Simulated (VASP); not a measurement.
# Hf (Fm-3m) in VASP: a series of runs

Runs on Hf. Level: PBE. Tasks: single point.

Program: VASP 6.6.1. These are calculated values, not measurements. Logs are shortened: lines on timing, memory, paths and dates and some standing lists are left out, and cuts for length are marked.

**1. The cell of the first run**

It takes space group Fm-3m (No. 225, cubic). The conventional cell has a = 4.095 Å, b = 4.095 Å, c = 4.095 Å, α = 90.00°, β = 90.00°, γ = 90.00°. Within 3.8 Å of Hf (site symmetry m-3m) lie 12 Hf at 2.90 Å.

**2. Single point, PBE (volume scaled by 0.76)**

Input file INCAR:

```
PREC = Accurate
ENCUT = 520
EDIFF = 1E-7
ISMEAR = -1
SIGMA = 0.1
LREAL = F
LASPH = T
NELM = 100
ALGO = Normal
ISIF = 2
LWAVE = F
LCHARG = F
GGA = PE
NBANDS = 11
```

Input file KPOINTS:

```
regular mesh
0
Gamma
  16 16 16
```

Input file POSCAR:

```
Hf
1.0
    0.0000000000      2.0475042902      2.0475042902
    2.0475042902      0.0000000000      2.0475042902
    2.0475042902      2.0475042902      0.0000000000
Hf
1
Direct
    0.0000000000      0.0000000000      0.0000000000
```

Potentials or basis: VASP PAW PBE potentials, release 64 (Hf_pv).

The run is started by

```
cat potpaw_PBE.64/Hf_pv/POTCAR > POTCAR
mpirun -np 1 vasp_std > vasp.out
```

OUTCAR:

```text
PREC = Accurate
   ENCUT = 520
   EDIFF = 1E-7
   ISMEAR = -1
   LREAL = F
   LASPH = T
   NELM = 100
   ISIF = 2
   GGA = PE

 ion  position               nearest neighbor table
   1  0.000  0.000  0.000-

  LATTYP: Found a face centered cubic cell.
 ALAT       =     4.0950085804

  Lattice vectors:

 A1 = (   0.0000000000,   2.0475042902,   2.0475042902)
 A2 = (   2.0475042902,   0.0000000000,   2.0475042902)
 A3 = (   2.0475042902,   2.0475042902,   0.0000000000)

Analysis of symmetry for initial positions (statically):
=====================================================================
 Subroutine PRICEL returns:
 Original cell was already a primitive cell.

 Routine SETGRP: Setting up the symmetry group for a
 face centered cubic supercell.

 Subroutine GETGRP returns: Found 48 space group operations
 (whereof 48 operations were pure point group operations)
 out of a pool of 48 trial point group operations.

The static configuration has the point symmetry O_h .

Analysis of symmetry for dynamics (positions and initial velocities):
=====================================================================
 Subroutine PRICEL returns:
 Original cell was already a primitive cell.

 Routine SETGRP: Setting up the symmetry group for a
 face centered cubic supercell.

 Subroutine GETGRP returns: Found 48 space group operations
 (whereof 48 operations were pure point group operations)
 out of a pool of 48 trial point group operations.

The dynamic configuration has the point symmetry O_h .

 Subroutine INISYM returns: Found 48 space group operations
 (whereof 48 operations are pure point group operations),
 and found     1 'primitive' translations

----------------------------------------------------------------------------------------

                                     Primitive cell

  volume of cell :      17.1674

  direct lattice vectors                    reciprocal lattice vectors
     0.000000000  2.047504290  2.047504290    -0.244199733  0.244199733  0.244199733
     2.047504290  0.000000000  2.047504290     0.244199733 -0.244199733  0.244199733
     2.047504290  2.047504290  0.000000000     0.244199733  0.244199733 -0.244199733

  length of vectors
     2.895608336  2.895608336  2.895608336     0.422966344  0.422966344  0.422966344

  position of ions in fractional coordinates (direct lattice)
     0.000000000  0.000000000  0.000000000

  ion indices of the primitive-cell ions
   primitive index   ion index
                 1           1

[... 77 lines left out ...]
   ISIF   =      2    stress and relaxation
   ISYM   =      2    0-nonsym 1-usesym 2-fastsym
   POTIM  = 0.5000    time-step for ionic-motion
   TEBEG  =    0.0;   TEEND  =   0.0 temperature during run
   PSTRESS=    0.0 pullay stress
   NELECT =      10.0000    total number of electrons
   NUPDOWN=      -1.0000    fix difference up-down
   EMIN   =  10.00;   EMAX   =-10.00  energy-range for DOS
   EFERMI =   0.00;   METHOD = LEGACY
   ISMEAR =    -1;   SIGMA  =   0.10  broadening in eV -4-tet -1-fermi 0-gaus
   EFERMI_NEDOS =   21; number of points for ismear=-14 and -15
   IALGO  =     38    algorithm
   IMIX   =      4    mixing-type and parameters
     AMIX     =   0.40;   BMIX     =  1.00
     AMIX_MAG =   1.60;   BMIX_MAG =  1.00
  volume/ion in A,a.u.               =      17.17       115.85
  Fermi-wavevector in a.u.,A,eV,Ry     =   1.367225  2.583681 25.433430  1.869304
  Thomas-Fermi vector in A             =   2.493296
   LORBIT       =      0    0 simple, 1 ext, 2 COOP (PROOUT), +10 PAW based schemes
   GGA     = PE    functional components
   LHFCALC =     F    Hartree Fock is set to
   AEXX    =    0.0000 exact exchange contribution
   IVDW    =     0    specifies the selected vdW correction
   LEPSILON=     F    determine dielectric tensor
   LRPA    =     F    only Hartree local field effects (RPA)
 non-spin polarized calculation
  energy-cutoff  :      520.00
  volume of cell :       17.17
 maximum number of plane-waves:       477
 NGX is ok and might be reduce to    24
   NGX = 11   NGY = 11   NGZ = 11

 number of electron      10.0000000 magnetization

 number of electron       9.9999999 magnetization

 Free energy of the ion-electron system (eV)
  ---------------------------------------------------
  ext. energy  EPLUGINS =         0.00000000
  ---------------------------------------------------
  free energy    TOTEN  =        -9.28627539 eV

  energy without entropy =       -9.25266723  energy(sigma->0) =       -9.26947131

 E-fermi :   6.7857     XC(G=0): -12.5533

 val. band max:        6.7846862080   @ k =  -0.1250   0.1250   0.0000
 cond. band min:       6.7931069450   @ k =  -0.1875   0.0625   0.0000
 fundamental gap:      0.0084207370
 Fermi energy:         6.7857303596

 k-point     1 :       0.0000    0.0000    0.0000
  band No.  band energies     occupation
      1     -22.2890      2.00000
      2     -22.2890      2.00000
      3     -22.2890      2.00000
      4      -1.2562      2.00000
      5       8.1907      0.00000
      6       8.1907      0.00000
      7       8.1907      0.00000
      8      12.0684      0.00000
      9      12.0684      0.00000
     10      18.9797      0.00000
     11      20.6612      0.00000
[... 309 lines left out ...]
 k-point    24 :      -0.0625    0.0625    0.0000
  band No.  band energies     occupation
      1     -22.4850      2.00000
      2     -22.3429      2.00000
      3     -22.3005      2.00000
      4      -0.7529      2.00000
      5       7.6945      0.00023
      6       8.4121      0.00000
      7       8.4566      0.00000
      8      11.5388      0.00000
      9      12.0299      0.00000
     10      20.0510      0.00000
     11      20.6600      0.00000

 [... further k-points ...]

------------------------ aborting loop because EDIFF is reached ----------------------------------------

  FORCE on cell =-STRESS in cart. coord.  units (eV):
  Direction    XX          YY          ZZ          XY          YZ          ZX
  --------------------------------------------------------------------------------------
  -------------------------------------------------------------------------------------
  Total        4.6328732      4.6328732      4.6328732     -0.0000000      0.0000000     -0.0000000
  in kB      432.3709834    432.3709834    432.3709834     -0.0000000      0.0000000     -0.0000000
  external PRESSURE =     432.3709834 kB  Pullay stress =       0.0000000 kB

 VOLUME and BASIS-vectors are now :
 -----------------------------------------------------------------------------
  energy-cutoff  :      520.00
  volume of cell :       17.17
      direct lattice vectors                 reciprocal lattice vectors
     0.000000000  2.047504290  2.047504290    -0.244199733  0.244199733  0.244199733
     2.047504290  0.000000000  2.047504290     0.244199733 -0.244199733  0.244199733
     2.047504290  2.047504290  0.000000000     0.244199733  0.244199733 -0.244199733

 POSITION                                       TOTAL-FORCE (eV/Angst)
 -----------------------------------------------------------------------------------
      0.00000      0.00000      0.00000        -0.000000     -0.000000      0.000000
 -----------------------------------------------------------------------------------
    total drift:                                0.000000      0.000000     -0.000000

  FREE ENERGIE OF THE ION-ELECTRON SYSTEM (eV)
  ---------------------------------------------------
  free  energy   TOTEN  =        -9.2862753925 eV

  energy  without entropy=       -9.2526672254  energy(sigma->0) =       -9.26947131
```

OSZICAR:

```text
N       E                     dE             d eps       ncg     rms          rms(c)
DAV:   1     0.149907701297E+02    0.14991E+02   -0.58609E+03  3257   0.870E+02
DAV:   2    -0.910979037951E+01   -0.24101E+02   -0.23178E+02  3869   0.163E+02
DAV:   3    -0.951541500788E+01   -0.40562E+00   -0.40032E+00  3924   0.147E+01
DAV:   4    -0.951640716590E+01   -0.99216E-03   -0.99195E-03  3632   0.873E-01
DAV:   5    -0.951640992996E+01   -0.27641E-05   -0.27633E-05  3873   0.420E-02    0.531E+01
DAV:   6    -0.934961266263E+01    0.16680E+00   -0.12621E-01  3715   0.272E+00    0.319E+01
DAV:   7    -0.928883396267E+01    0.60779E-01   -0.20105E-01  3700   0.335E+00    0.142E+00
DAV:   8    -0.928625968008E+01    0.25743E-02   -0.11358E-02  3524   0.804E-01    0.908E-02
DAV:   9    -0.928627470108E+01   -0.15021E-04   -0.11295E-04  3746   0.100E-01    0.396E-02
DAV:  10    -0.928627502211E+01   -0.32103E-06   -0.75598E-06  3463   0.232E-02    0.284E-02
DAV:  11    -0.928627536261E+01   -0.34051E-06   -0.43657E-07  3652   0.560E-03    0.242E-03
DAV:  12    -0.928627539251E+01   -0.29899E-07   -0.11241E-08  1823   0.100E-03
   1 F= -.92862754E+01 E0= -.92694713E+01  d E =-.336082E-01
```

stdout:

```text
POSCAR found type information on POSCAR Hf
 POSCAR found :  1 types and       1 ions
 scaLAPACK will be used
 LDA part: xc-table for (Slater+PW92), standard interpolation
 POSCAR, INCAR and KPOINTS ok, starting setup
 FFT: planning ... GRIDC
 FFT: planning ... GRID_SOFT
 FFT: planning ... GRID
 WAVECAR not read
 entering main loop
```

Run time: 11 s. Hardware: 1 thread of Intel Xeon Platinum 8559C (Emerald Rapids), shared host; peak memory 0.16 GiB.

What came out:

```yaml
Free_energy: -9.2863 eV
Pressure: 43.2 GPa
Band_gap_on_the_k_mesh: zero (band 5 reaches 8.19 eV, above the bottom of band 6 at 6.16 eV)
```

Caveat: spin-orbit coupling is left out, which moves the levels of the heavy elements.

**3. Single point, PBE (volume scaled by 0.84)**

Input file INCAR:

```
PREC = Accurate
ENCUT = 520
EDIFF = 1E-7
ISMEAR = -1
SIGMA = 0.1
LREAL = False
LASPH = True
NELM = 60
ALGO = Normal
ISIF = 2
LWAVE = False
LCHARG = False
GGA = PE
NBANDS = 11
```

KPOINTS is that of step 2.

Input file POSCAR:

```
Hf
1.0
    0.0000000000      2.1169635726      2.1169635726
    2.1169635726      0.0000000000      2.1169635726
    2.1169635726      2.1169635726      0.0000000000
Hf
1
Direct
    0.0000000000      0.0000000000      0.0000000000
```

Potentials or basis: VASP PAW PBE potentials, release 64 (Hf_pv).

The run is started by

```
cat potpaw_PBE.64/Hf_pv/POTCAR > POTCAR
mpirun -np 1 vasp_std > vasp.out
```

It took 12 s on 1 thread of Intel Xeon Platinum 8559C (Emerald Rapids), shared host; peak memory 0.16 GiB.

It converged, with:

| Quantity | Value |
| --- | --- |
| Free energy | -9.6532 eV |
| Pressure | 23.1 GPa |
| Band gap on the k mesh | zero (band 5 reaches 7.40 eV, above the bottom of band 6 at 5.48 eV) |

Levels at points of the mesh, in eV from the Fermi level:
```tsv
k point	band 2	band 3	band 4	band 5	band 6	band 7	band 8	band 9
(0.00, 0.00, 0.00)	-29.42	-29.42	-7.76	1.43	1.43	1.43	4.86	4.86
(0.50, 0.00, 0.00)	-29.60	-29.60	-4.16	1.13	1.13	1.25	7.51	7.51
(0.50, 0.50, 0.00)	-29.92	-29.92	-4.03	-2.81	3.56	7.54	8.31	8.31
```

Caveat: spin-orbit coupling is left out, which moves the levels of the heavy elements.

**4. Single point, PBE (volume scaled by 0.84)**

Input file INCAR:

```
SYSTEM = Hf
PREC = Accurate
ENCUT = 520
EDIFF = 1E-6
ISMEAR = -1
SIGMA = 0.1
LREAL = .FALSE.
LASPH = .TRUE.
NELM = 100
ALGO = Normal
ISIF = 2
LWAVE = .FALSE.
LCHARG = .FALSE.
GGA = PE
NBANDS = 11
```

Input file KPOINTS:

```
Automatic mesh
0
G
  16 16 16
  0 0 0
```

POSCAR is that of step 3.

The run is started by

```
cat potpaw_PBE.64/Hf_pv/POTCAR > POTCAR
mpirun -np 1 vasp_std > vasp.out
```

Wall time 11 s (1 thread of Intel Xeon Platinum 8559C (Emerald Rapids), shared host); peak memory 0.15 GiB.

It converged, with:

```yaml
Free_energy: -9.6532 eV
Pressure: 23.1 GPa
Band_gap_on_the_k_mesh: zero (band 5 reaches 7.40 eV, above the bottom of band 6 at 5.48 eV)
```

Levels at points of the mesh, in eV from the Fermi level:
| k point | band 2 | band 3 | band 4 | band 5 | band 6 | band 7 | band 8 | band 9 |
| --- | --- | --- | --- | --- | --- | --- | --- | --- |
| (0.00, 0.00, 0.00) | -29.42 | -29.42 | -7.76 | 1.43 | 1.43 | 1.43 | 4.86 | 4.86 |
| (0.50, 0.00, 0.00) | -29.60 | -29.60 | -4.16 | 1.13 | 1.13 | 1.24 | 7.51 | 7.51 |
| (0.50, 0.50, 0.00) | -29.92 | -29.92 | -4.03 | -2.81 | 3.56 | 7.54 | 8.31 | 8.31 |

Caveat: spin-orbit coupling is left out, which moves the levels of the heavy elements.
